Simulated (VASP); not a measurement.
A run of VASP 6.6.1 is set up as follows.

File INCAR:

```
SYSTEM = GaN
PREC = Accurate
ENCUT = 520
EDIFF = 1E-6
ISMEAR = 0
SIGMA = 0.05
LREAL = .FALSE.
LASPH = .TRUE.
NELM = 100
ALGO = Normal
ISIF = 2
LWAVE = .FALSE.
LCHARG = .TRUE.
GGA = PE
LELF = .TRUE.
LVHAR = .TRUE.
NBANDS = 16
```

The input KPOINTS:

```
Automatic mesh
0
G
  14 14 14
  0 0 0
```

File POSCAR:

```
GaN
1.0
    0.0000000000      2.1352350000      2.1032064750
    2.1352350000      0.0000000000      2.1032064750
    2.1352350000      2.1352350000      0.0000000000
Ga N
1 1
Direct
    0.0000000000      0.0000000000      0.0000000000
    0.5000000000      0.5000000000      0.5000000000
```

Potentials or basis: VASP PAW PBE potentials, release 64 (Ga_d, N).

The run is started by

```sh
$ cat potpaw_PBE.64/Ga_d/POTCAR potpaw_PBE.64/N/POTCAR > POTCAR
$ mpirun -np 1 vasp_std > vasp.out
```

What does it give for the pressure?

3.8 GPa.

Predict the band gap on the k mesh.

0.39 eV, indirect (least direct gap 2.51 eV).

Stress tensor (GPa, compression positive):
```
2.89 0.00 0.00
0.00 2.89 0.00
0.00 0.00 5.62
```

Caveat: the cell differs from its parent crystal (strain +0.000 along x and y, -0.015 along z). A k mesh can miss the band edges.
